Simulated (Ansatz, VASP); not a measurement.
Two plane-wave programs on Rh

INCAR

```
SYSTEM = Rh
  PREC = Accurate
  ENCUT = 520
  EDIFF = 1E-6
  ISMEAR = -1
  SIGMA = 0.1
  LREAL = .FALSE.
  LASPH = .TRUE.
  NELM = 60
  ALGO = Normal
  ISIF = 2
  LWAVE = .FALSE.
  LCHARG = .FALSE.
  GGA = B5
  ALDAX = 1.0
  AGGAX = 1.0
  AGGAC = 1.0
  ALDAC = 0.0
  NBANDS = 38
```

KPOINTS

```
regular mesh
0
G
  15 15 4
  0 0 0
```

The input POSCAR:

```
Rh
1.0
    2.8683312879      0.0000000000      0.0000000000
   -1.4341656439      2.4840477618      0.0000000000
    0.0000000000      0.0000000000      9.3539056842
Rh
4
Direct
    0.0000000000      1.0000000000      0.0000000000
    1.0000000000      1.0000000000      0.5000000000
    0.3333333333      0.6666666667      0.2500000000
    0.6666666667      0.3333333333      0.7500000000
```

Input for Ansatz:

```yaml
crystal:
  lattice:
    - [2.8683312879, 0.0, 0.0]
    - [-1.4341656439, 2.4840477618, 0.0]
    - [0.0, 0.0, 9.3539056842]
  atoms:
    - { symbol: Rh, position: [0.0, 1.0, 0.0] }
    - { symbol: Rh, position: [1.0, 1.0, 0.5] }
    - { symbol: Rh, position: [0.3333333333, 0.6666666667, 0.25] }
    - { symbol: Rh, position: [0.6666666667, 0.3333333333, 0.75] }
hamiltonian:
  xc: blyp
  pseudopotentials:
    kind: paw
    azcp:
      Rh: "pseudopotentials/Rh.paw.azcp"
basis:
  ecutwfc: 420
  fft_grid_basis: typed
kpoints:
  mp_grid: { grid: [15, 15, 4], shift: [0, 0, 0] }
magnetization:
  spin_polarized: false
scf:
  occupations: { method: fermi_dirac, width: 0.1 }
  lower_state_search: "off"
output:
  stress: true
```

Alike in both runs: task single point; functional BLYP; k mesh 15 × 15 × 4; occupations fermi-dirac, width 0.1 eV; no spin polarisation.

|  | VASP | Ansatz |
| --- | --- | --- |
| version | VASP 6.6.1 | Ansatz 0.2.0 |
| potentials or method | VASP PAW PBE potentials, release 64 (Rh_pv), cutoff 520 eV | plane waves (420 eV) with PAW, scalar-relativistic |
| valence electrons in the cell | 60 | 68 |

Ansatz gave:

```
pressure (GPa)                                                : -17.7
traceless stress, the component that is largest in VASP (GPa) : -0.15
```

**Question.** Which values does VASP return?

**Answer.** Pressure (GPa): -17.3; traceless stress, the component that is largest in VASP (GPa): -0.14.

VASP's potentials were made for PBE, not for BLYP. With one functional, cell and mesh, what is left measures potentials, basis and numerics. VASP's potentials hold 60 valence electrons a cell and Ansatz's 68, so a difference there can come from the potentials and not from the codes.
